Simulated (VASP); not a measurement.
Write the native input for VASP 6.6.1 that does the following.

```yaml
Task: single point
Functional: PBEsol
Potentials_or_basis: VASP PAW PBE potentials, release 64 (Se)
Cutoff: 520 eV
k_mesh: 12 × 12 × 8
Occupations: gaussian, width 0.02 eV
Spin: no spin polarisation
Dipole_correction: no
Further_INCAR_settings: ALGO = Fast; EDIFF = 1e-06; NBANDS = 16
```

The structure of Se lies in POSCAR:

```
Se
1.0
    3.7961608196      0.0000000000      0.0000000000
   -1.8980804098      3.2875717066      0.0000000000
    0.0000000000      0.0000000000      5.3116912722
Se
3
Direct
    0.2624638490      0.0000000000      0.1666666667
    0.0000000000      0.2624638490      0.8333333333
    0.7375361510      0.7375361510      0.5000000000
```

This cell differs from its parent crystal: biaxial strain in the a-b plane: -6.0 %, then relaxed in part.

One way to write it, as run:

INCAR

```
  PREC = Accurate
  ENCUT = 520
  EDIFF = 1E-6
  ISMEAR = 0
  SIGMA = 0.02
  LREAL = False
  LASPH = True
  NELM = 80
  ALGO = Fast
  ISIF = 2
  LWAVE = False
  LCHARG = False
  GGA = PS
  NBANDS = 16
```

KPOINTS

```
regular mesh
0
Gamma
  12 12 8
```

Potentials or basis: VASP PAW PBE potentials, release 64 (Se).

Command:

```sh
$ cat potpaw_PBE.64/Se/POTCAR > POTCAR
$ mpirun -np 1 vasp_std > vasp.out
```

It gave:

```json
{
 "Pressure": "2.1 GPa",
 "Largest force": "0.023 eV/Å",
 "Band gap on the k mesh": "zero (filled and empty bands touch)"
}
```

Caveat: the cell differs from its parent crystal (biaxial strain in the a-b plane: -6.0 %, then relaxed in part); the PAW data sets were made with another functional, which shifts forces and pressure a little.

Run time: 2 min on 1 thread of Oxide Virtual Turin-like Processor (shared host), peak memory 0.21 GiB.
